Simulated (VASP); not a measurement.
# MnSn3 (Fm-3m) in VASP: notebook

Runs on MnSn3. Level: PBEsol. Tasks: single point.

All numbers are computed with VASP 6.6.1; they aren't measurements. Logs are shortened: lines on timing, memory, paths and dates and some standing lists are left out, and cuts for length are marked.

**1. The cell of the first run**

It takes space group Fm-3m (No. 225, cubic). Conventional cell: a = 7.192 Å, b = 7.192 Å, c = 7.192 Å, α = 90.00°, β = 90.00°, γ = 90.00°. Sn (site symmetry -43m) has 10 Sn at 3.11 to 3.60 Å and 4 Mn at 3.11 Å within 4.1 Å. Sn (site symmetry m-3m) has 8 Sn at 3.11 Å and 6 Mn at 3.60 Å within 4.1 Å. Mn (site symmetry m-3m) has 14 Sn at 3.11 to 3.60 Å within 4.1 Å.

**2. Single point, PBEsol, collinear spin, ferromagnetic start**

File INCAR:

```
ALGO = Normal
EDIFF = 1E-7
ENCUT = 520
GGA = PS
ISIF = 2
ISMEAR = 0
ISPIN = 2
LASPH = True
LCHARG = True
LELF = True
LMAXMIX = 4
LORBIT = 11
LREAL = False
LVHAR = True
LWAVE = False
MAGMOM = 0 0 0 0.5
NBANDS = 40
NELM = 150
PREC = Accurate
SIGMA = 0.1
```

File KPOINTS:

```
k-points
0
Gamma
  10 10 10
```

File POSCAR:

```
MnSn3
1.0
    0.0000000000      3.5962028443      3.5962028443
    3.5962028443      0.0000000000      3.5962028443
    3.5962028443      3.5962028443      0.0000000000
Sn Mn
3 1
Direct
    0.2500000000      0.2500000000      0.2500000000
    0.7500000000      0.7500000000      0.7500000000
    0.5000000000      0.5000000000      0.5000000000
    0.0000000000      0.0000000000      0.0000000000
```

Potentials or basis: VASP PAW PBE potentials, release 64 (Sn_d, Mn_pv).

Command:

```
> cat potpaw_PBE.64/Sn_d/POTCAR potpaw_PBE.64/Mn_pv/POTCAR > POTCAR
> mpirun -np 1 vasp_std > vasp.out
```

OUTCAR:

```text
EDIFF = 1E-7
   ENCUT = 520
   GGA = PS
   ISIF = 2
   ISMEAR = 0
   ISPIN = 2
   LASPH = True
   LORBIT = 11
   LREAL = False
   NELM = 150
   PREC = Accurate

 ion  position               nearest neighbor table
   1  0.250  0.250  0.250-   4 3.11   4 3.11   4 3.11   3 3.11   4 3.11   3 3.11   3 3.11   3 3.11
                             2 3.60   2 3.60   2 3.60   2 3.60   2 3.60   2 3.60
   2  0.750  0.750  0.750-   3 3.11   3 3.11   3 3.11   3 3.11   4 3.11   4 3.11   4 3.11   4 3.11
                             1 3.60   1 3.60   1 3.60   1 3.60   1 3.60   1 3.60
   3  0.500  0.500  0.500-   1 3.11   1 3.11   1 3.11   1 3.11   2 3.11   2 3.11   2 3.11   2 3.11

   4  0.000  0.000  0.000-   2 3.11   2 3.11   2 3.11   1 3.11   2 3.11   1 3.11   1 3.11   1 3.11

  LATTYP: Found a face centered cubic cell.
 ALAT       =     7.1924056886

  Lattice vectors:

 A1 = (   0.0000000000,   3.5962028443,   3.5962028443)
 A2 = (   3.5962028443,   0.0000000000,   3.5962028443)
 A3 = (   3.5962028443,   3.5962028443,   0.0000000000)

Analysis of symmetry for initial positions (statically):
=====================================================================
 Subroutine PRICEL returns:
 Original cell was already a primitive cell.

 Routine SETGRP: Setting up the symmetry group for a
 face centered cubic supercell.

 Subroutine GETGRP returns: Found 48 space group operations
 (whereof 48 operations were pure point group operations)
 out of a pool of 48 trial point group operations.

The static configuration has the point symmetry O_h .

Analysis of symmetry for dynamics (positions and initial velocities):
=====================================================================
 Subroutine PRICEL returns:
 Original cell was already a primitive cell.

 Routine SETGRP: Setting up the symmetry group for a
 face centered cubic supercell.

 Subroutine GETGRP returns: Found 48 space group operations
 (whereof 48 operations were pure point group operations)
 out of a pool of 48 trial point group operations.

The dynamic configuration has the point symmetry O_h .

Analysis of structural, dynamic, and magnetic symmetry:
=====================================================================
 Subroutine PRICEL returns:
 Original cell was already a primitive cell.

 Routine SETGRP: Setting up the symmetry group for a
 face centered cubic supercell.

 Subroutine GETGRP returns: Found 48 space group operations
 (whereof 48 operations were pure point group operations)
 out of a pool of 48 trial point group operations.

The overall configuration has the point symmetry O_h .

 Subroutine INISYM returns: Found 48 space group operations
 (whereof 48 operations are pure point group operations),
 and found     1 'primitive' translations

----------------------------------------------------------------------------------------

                                     Primitive cell

  volume of cell :      93.0170

  direct lattice vectors                    reciprocal lattice vectors
     0.000000000  3.596202844  3.596202844    -0.139035539  0.139035539  0.139035539
     3.596202844  0.000000000  3.596202844     0.139035539 -0.139035539  0.139035539
     3.596202844  3.596202844  0.000000000     0.139035539  0.139035539 -0.139035539

  length of vectors
     5.085798835  5.085798835  5.085798835     0.240816617  0.240816617  0.240816617

  position of ions in fractional coordinates (direct lattice)
     0.250000000  0.250000000  0.250000000
     0.750000000  0.750000000  0.750000000
     0.500000000  0.500000000  0.500000000
     0.000000000  0.000000000  0.000000000

  ion indices of the primitive-cell ions
   primitive index   ion index
                 1           1
                 2           2
                 3           3
                 4           4

----------------------------------------------------------------------------------------

 KPOINTS: k-points

Automatic generation of k-mesh.
 Grid dimensions read from file:
 generate k-points for:   10   10   10

 Generating k-lattice:

  Cartesian coordinates                     Fractional coordinates (reciprocal lattice)
    -0.013903554  0.013903554  0.013903554     0.100000000  0.000000000  0.000000000
     0.013903554 -0.013903554  0.013903554     0.000000000  0.100000000  0.000000000
     0.013903554  0.013903554 -0.013903554     0.000000000  0.000000000  0.100000000

  Length of vectors
     0.024081662  0.024081662  0.024081662

  Shift w.r.t. Gamma in fractional coordinates (k-lattice)
     0.000000000  0.000000000  0.000000000

 Subroutine IBZKPT returns following result:
 ===========================================

 Found     47 irreducible k-points:

 Following reciprocal coordinates:
            Coordinates               Weight
  0.000000  0.000000  0.000000      1.000000
  0.100000  0.000000  0.000000      8.000000
  0.200000  0.000000  0.000000      8.000000
  0.300000  0.000000  0.000000      8.000000
  0.400000  0.000000  0.000000      8.000000
  0.500000  0.000000  0.000000      4.000000
[... 16 lines left out ...]
  0.300000  0.300000  0.000000      6.000000
  0.400000  0.300000  0.000000     24.000000
 [... further k-points ...]
   k-points           NKPTS =     47   k-points in BZ     NKDIM =     47   number of bands    NBANDS=     40
   number of dos      NEDOS =    301   number of ions     NIONS =      4
   total plane-waves  NPLWV =  64000
   dimension x,y,z NGX =    40 NGY =   40 NGZ =   40
   dimension x,y,z NGXF=    80 NGYF=   80 NGZF=   80
   ions per type =               3   1
   NGX,Y,Z   is equivalent  to a cutoff of  13.08, 13.08, 13.08 a.u.
   NGXF,Y,Z  is equivalent  to a cutoff of  26.15, 26.15, 26.15 a.u.
 SYSTEM =  unknown system
   PREC   = accura    normal or accurate (medium, high low for compatibility)
   ISTART =      0    job   : 0-new  1-cont  2-samecut
   ICHARG =      2    charge: 1-file 2-atom 10-const
   ISPIN  =      2    spin polarized calculation?
   LNONCOLLINEAR =      F non collinear calculations
   LSORBIT =      F    spin-orbit coupling
   LASPH  =      T    aspherical Exc in radial PAW
   ENCUT  =  520.0 eV  38.22 Ry    6.18 a.u.   9.46  9.46  9.46*2*pi/ulx,y,z
   NELM   =    150;   NELMIN=  2; NELMDL= -5     # of ELM steps
   EDIFF  = 0.1E-06   stopping-criterion for ELM
   LREAL  =      F    real-space projection
   EDIFFG = 0.1E-05   stopping-criterion for IOM
   NSW    =      0    number of steps for IOM
   IBRION =     -1    ionic relax: 0-MD 1-quasi-New 2-CG
   NFREE  =      0    steps in history (QN), initial steepest desc. (CG)
   ISIF   =      2    stress and relaxation
   ISYM   =      2    0-nonsym 1-usesym 2-fastsym
   POTIM  = 0.5000    time-step for ionic-motion
   TEBEG  =    0.0;   TEEND  =   0.0 temperature during run
   PSTRESS=    0.0 pullay stress
   NELECT =      55.0000    total number of electrons
   NUPDOWN=      -1.0000    fix difference up-down
   EMIN   =  10.00;   EMAX   =-10.00  energy-range for DOS
   EFERMI =   0.00;   METHOD = LEGACY
   ISMEAR =     0;   SIGMA  =   0.10  broadening in eV -4-tet -1-fermi 0-gaus
   EFERMI_NEDOS =   21; number of points for ismear=-14 and -15
   IALGO  =     38    algorithm
   IMIX   =      4    mixing-type and parameters
     AMIX     =   0.40;   BMIX     =  1.00
     AMIX_MAG =   1.60;   BMIX_MAG =  1.00
  volume/ion in A,a.u.               =      23.25       156.93
  Fermi-wavevector in a.u.,A,eV,Ry     =   1.374068  2.596612 25.688654  1.888063
  Thomas-Fermi vector in A             =   2.499528
   LORBIT       =     11    0 simple, 1 ext, 2 COOP (PROOUT), +10 PAW based schemes
   GGA     = PS    functional components
   LHFCALC =     F    Hartree Fock is set to
   AEXX    =    0.0000 exact exchange contribution
   IVDW    =     0    specifies the selected vdW correction
   LEPSILON=     F    determine dielectric tensor
   LRPA    =     F    only Hartree local field effects (RPA)
 spin polarized calculation
 Gauss-broadening in eV      SIGMA  =   0.10
  energy-cutoff  :      520.00
  volume of cell :       93.02
 maximum number of plane-waves:      2533
 NGX is ok and might be reduce to    40
   NGX = 19   NGY = 19   NGZ = 19

 number of electron      55.0000019 magnetization       0.0863859

 number of electron      55.0000019 magnetization      -0.1114966

 Free energy of the ion-electron system (eV)
  ---------------------------------------------------
  ext. energy  EPLUGINS =         0.00000000
  ---------------------------------------------------
  free energy    TOTEN  =       -19.61551307 eV

  energy without entropy =      -19.57120299  energy(sigma->0) =      -19.59335803

 E-fermi :   7.9776     XC(G=0): -10.9735

 val. band max:        7.9720919553   @ k =  -0.4000   0.2000   0.0000
 cond. band min:       7.9801681920   @ k =  -0.4000   0.3000   0.1000
 fundamental gap:      0.0080762368
 Fermi energy:         7.9775871882

 spin component 1

 k-point     1 :       0.0000    0.0000    0.0000
  band No.  band energies     occupation
      1     -39.1463      1.00000
      2     -39.1463      1.00000
      3     -39.1463      1.00000
      4     -13.4043      1.00000
      5     -13.4043      1.00000
      6     -13.4043      1.00000
[... 997 lines left out ...]
     38      15.0892      0.00000
     39      15.4678      0.00000

 [... further k-points ...]

 spin component 2

 k-point     1 :       0.0000    0.0000    0.0000
  band No.  band energies     occupation
      1     -39.3094      1.00000
      2     -39.3094      1.00000
      3     -39.3094      1.00000
      4     -13.4033      1.00000
      5     -13.4033      1.00000
      6     -13.4033      1.00000
[... 997 lines left out ...]
     38      15.0955      0.00000
     39      15.4625      0.00000

 [... further k-points ...]

 [bands above 39 left out]

------------------------ aborting loop because EDIFF is reached ----------------------------------------

  FORCE on cell =-STRESS in cart. coord.  units (eV):
  Direction    XX          YY          ZZ          XY          YZ          ZX
  --------------------------------------------------------------------------------------
  -------------------------------------------------------------------------------------
  Total       -4.0895786     -4.0895786     -4.0895786      0.0000000     -0.0000000      0.0000000
  in kB      -70.4411773    -70.4411773    -70.4411773      0.0000000     -0.0000000      0.0000000
  external PRESSURE =     -70.4411773 kB  Pullay stress =       0.0000000 kB

 VOLUME and BASIS-vectors are now :
 -----------------------------------------------------------------------------
  energy-cutoff  :      520.00
  volume of cell :       93.02
      direct lattice vectors                 reciprocal lattice vectors
     0.000000000  3.596202844  3.596202844    -0.139035539  0.139035539  0.139035539
     3.596202844  0.000000000  3.596202844     0.139035539 -0.139035539  0.139035539
     3.596202844  3.596202844  0.000000000     0.139035539  0.139035539 -0.139035539

 POSITION                                       TOTAL-FORCE (eV/Angst)
 -----------------------------------------------------------------------------------
      1.79810      1.79810      1.79810        -0.000000     -0.000000     -0.000000
      5.39430      5.39430      5.39430         0.000000      0.000000     -0.000000
      3.59620      3.59620      3.59620         0.000000     -0.000000      0.000000
      0.00000      0.00000      0.00000         0.000000     -0.000000      0.000000
 -----------------------------------------------------------------------------------
    total drift:                               -0.000000      0.000000      0.000000

  FREE ENERGIE OF THE ION-ELECTRON SYSTEM (eV)
  ---------------------------------------------------
  free  energy   TOTEN  =       -19.6155130731 eV

  energy  without entropy=      -19.5712029859  energy(sigma->0) =      -19.59335803

 total charge

# of ion       s       p       d       tot
------------------------------------------
    1        1.233   0.961   9.994  12.188
    2        1.233   0.961   9.994  12.188
    3        1.302   0.902  10.007  12.211
    4        0.240   6.100   5.110  11.450
--------------------------------------------------
tot          4.007   8.925  35.105  48.036

 magnetization (x)

# of ion       s       p       d       tot
------------------------------------------
    1        0.000   0.015  -0.001   0.014
    2        0.000   0.015  -0.001   0.014
    3        0.005  -0.008   0.002  -0.001
    4        0.000  -0.000  -0.156  -0.156
--------------------------------------------------
tot          0.006   0.021  -0.156  -0.129
```

Wall time 8.9 min (1 thread of Intel Xeon Platinum 8488C (Sapphire Rapids), shared host); peak memory 0.46 GiB.

What came out:

```
Free energy                                           : -19.6155 eV
Pressure                                              : -7.0 GPa
Net moment                                            : -0.11 μB per cell
Site moments                                          : Sn +0.01, -0.00 (each value once); Mn -0.16 μB
Valence electrons inside the program's atomic spheres : Sn 12.19, 12.21 (each value once); Mn 11.45
```

Caveat: the cell stands under tension; the PAW data sets were made with another functional, which shifts forces and pressure a little; spin-orbit coupling is left out, which moves the levels of the heavy elements.

**3. Single point, PBEsol**

File INCAR:

```
SYSTEM = MnSn3
PREC = Accurate
ENCUT = 520
EDIFF = 1E-6
ISMEAR = 0
SIGMA = 0.1
LREAL = .False.
LASPH = .True.
NELM = 100
ALGO = Fast
ISIF = 2
LWAVE = .False.
LCHARG = .True.
GGA = PS
LELF = .True.
LVHAR = .True.
NBANDS = 36
```

File KPOINTS:

```
Automatic mesh
0
Gamma
  10 10 10
  0 0 0
```

POSCAR is that of step 2.

Potentials or basis: VASP PAW PBE potentials, release 64 (Sn_d, Mn_pv).

Command:

```
> cat potpaw_PBE.64/Sn_d/POTCAR potpaw_PBE.64/Mn_pv/POTCAR > POTCAR
> mpirun -np 1 vasp_std > vasp.out
```

It took 4 min on 1 thread of AMD EPYC 7R13 (Zen 3), shared host; peak memory 0.29 GiB.

The run converged. Its results:

```
Free energy            : -19.6143 eV
Pressure               : -7.2 GPa
Band gap on the k mesh : zero (an odd number of electrons rules out a gap without spin polarisation)
```

Levels at points of the mesh, in eV from the Fermi level:
| k point | band 24 | band 25 | band 26 | band 27 | band 28 | band 29 | band 30 | band 31 | band 32 | band 33 |
| --- | --- | --- | --- | --- | --- | --- | --- | --- | --- | --- |
| (0.00, 0.00, 0.00) | -2.14 | -0.78 | -0.78 | -0.78 | -0.32 | -0.32 | 1.47 | 1.47 | 1.47 | 1.90 |
| (0.50, 0.00, 0.00) | -1.56 | -0.76 | -0.76 | -0.34 | -0.34 | 0.71 | 0.79 | 0.79 | 3.19 | 3.99 |
| (0.50, 0.50, 0.00) | -2.37 | -0.38 | -0.38 | -0.17 | 0.11 | 0.48 | 3.80 | 4.08 | 4.08 | 4.81 |

Caveat: the cell stands under tension; the PAW data sets were made with another functional, which shifts forces and pressure a little; spin-orbit coupling is left out, which moves the levels of the heavy elements; the run has no spin polarisation, though such a crystal can be magnetic. Spin polarisation is off, so any magnetic state and its effect on volume and gap are missing.

**4. Single point, PBEsol, collinear spin, ferromagnetic start**

This run uses another cell than the first one, of 19.55 Å³/atom.

File INCAR:

```
SYSTEM = MnSn3
PREC = Accurate
ENCUT = 520
EDIFF = 1E-6
ISMEAR = 0
SIGMA = 0.1
LREAL = .FALSE.
LASPH = .TRUE.
NELM = 150
ALGO = Fast
ISIF = 2
LWAVE = .FALSE.
LCHARG = .TRUE.
ISPIN = 2
MAGMOM = 0 0 0 4
LORBIT = 11
LMAXMIX = 4
GGA = PS
LELF = .TRUE.
LVHAR = .TRUE.
NBANDS = 40
```

File KPOINTS:

```
regular mesh
0
G
  6 6 6
  0 0 0
```

File POSCAR:

```
MnSn3
1.0
    0.0000000000      3.3941074405      3.3941074405
    3.3941074405      0.0000000000      3.3941074405
    3.3941074405      3.3941074405      0.0000000000
Sn Mn
3 1
Direct
    0.2500000000      0.2500000000      0.2500000000
    0.7500000000      0.7500000000      0.7500000000
    0.5000000000      0.5000000000      0.5000000000
    0.0000000000      0.0000000000      0.0000000000
```

Command:

```
> cat potpaw_PBE.64/Sn_d/POTCAR potpaw_PBE.64/Mn_pv/POTCAR > POTCAR
> mpirun -np 1 vasp_std > vasp.out
```

Run time: 2.5 min. Hardware: 1 thread of AMD EPYC 7R13 (Zen 3), shared host; peak memory 0.25 GiB.

Results (log left out):

| Property | Result |
| --- | --- |
| Free energy | -20.4626 eV |
| Pressure | 14.1 GPa |
| Net moment | 3.12 μB per cell |
| Site moments | Sn -0.09, -0.03 (each value once); Mn +3.24 μB |
| Valence electrons inside the program's atomic spheres | Sn 12.41, 12.42 (each value once); Mn 11.53 |

Levels at points of the mesh, in eV from the Fermi level:
Spin up:
| k point | band 26 | band 27 | band 28 | band 29 | band 30 | band 31 | band 32 | band 33 |
| --- | --- | --- | --- | --- | --- | --- | --- | --- |
| (0.00, 0.00, 0.00) | -2.30 | -1.35 | -1.35 | -1.35 | 0.42 | 0.42 | 0.42 | 1.40 |
| (0.50, 0.00, 0.00) | -2.38 | -1.50 | -1.50 | -0.70 | -0.70 | -0.25 | 3.76 | 4.30 |
| (0.50, 0.50, 0.00) | -2.32 | -2.32 | -1.90 | -1.16 | 4.37 | 4.37 | 4.63 | 5.07 |
Spin down:
```csv
k point,band 23,band 24,band 25,band 26,band 27,band 28,band 29,band 30
"(0.00, 0.00, 0.00)",-2.86,-2.24,-1.37,-1.37,-1.37,0.29,0.29,1.65
"(0.50, 0.00, 0.00)",-3.62,-1.74,-1.44,-1.44,0.11,0.11,1.71,1.85
"(0.50, 0.50, 0.00)",-5.17,-2.80,0.00,0.00,0.59,1.18,1.47,4.60
```

Caveat: the cell stands under pressure; the PAW data sets were made with another functional, which shifts forces and pressure a little; spin-orbit coupling is left out, which moves the levels of the heavy elements.

**5. Overview**

```csv
spin,cell,k mesh,gap on the mesh (eV),pressure (GPa),moment (μB)
"collinear, ferromagnetic start","a = 5.086 Å, angles 60.0°, 4 atoms",10 × 10 × 10,none,-7.0,0.11
off,"a = 5.086 Å, angles 60.0°, 4 atoms",10 × 10 × 10,none,-7.2,-
"collinear, ferromagnetic start","a = 4.800 Å, angles 60.0°, 4 atoms",6 × 6 × 6,none,14.1,3.12
```

Alike in all rows: task single point; level PBEsol; potentials or basis VASP PAW PBE potentials, release 64 (Sn_d, Mn_pv); cutoff (eV) 520; smearing gaussian 0.1 eV.

Caveats: the PAW data sets were made with another functional, which shifts forces and pressure a little; spin-orbit coupling is left out, which moves the levels of the heavy elements; the cell stands under tension (at least some runs); the cell stands under pressure (at least some runs).

Total energies depend on the potentials used, so only differences within one code and one set of settings carry meaning.

The gap in the log of VASP goes by the Fermi energy; the results here count the filled bands.